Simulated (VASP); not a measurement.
Fe, 1 atom in the cell. Symmetry: Im-3m, No. 229, cubic system. Conventional cell: a = 2.829 Å, b = 2.829 Å, c = 2.829 Å, α = 90.00°, β = 90.00°, γ = 90.00°. Fe (site symmetry m-3m) has 14 Fe at 2.45 to 2.83 Å within 3.2 Å. 

- Program: VASP 6.6.1
- Task: single point
- Functional: PBE
- Potentials or basis: VASP PAW PBE potentials, release 64 (Fe)
- Cutoff: 520 eV
- k mesh: 20 × 20 × 20
- Occupations: gaussian, width 0.05 eV
- Spin: non-collinear spin, typed start, spin-orbit coupling
- Starting moments: [[0.0, 0.0, 2.5]] μB
- Dipole correction: no
- Further INCAR settings: ALGO = Normal; EDIFF = 1e-07; NBANDS = 19

Potentials or basis: VASP PAW PBE potentials, release 64 (Fe).

The run is started by

```bash
$ cat potpaw_PBE.64/Fe/POTCAR > POTCAR
$ mpirun -np 1 vasp_ncl > vasp.out
```

Hardware: 1 thread of Intel(R) Xeon(R) Platinum 8259CL CPU @ 2.50GHz (Skylake/Cascade Lake), on a shared host.

Estimate the wall time of this run.

Wall time 28 min on 1 thread of Intel(R) Xeon(R) Platinum 8259CL CPU @ 2.50GHz (Skylake/Cascade Lake) (shared host), peak memory 0.44 GiB. Counts: scf iterations 57, k points 1062.
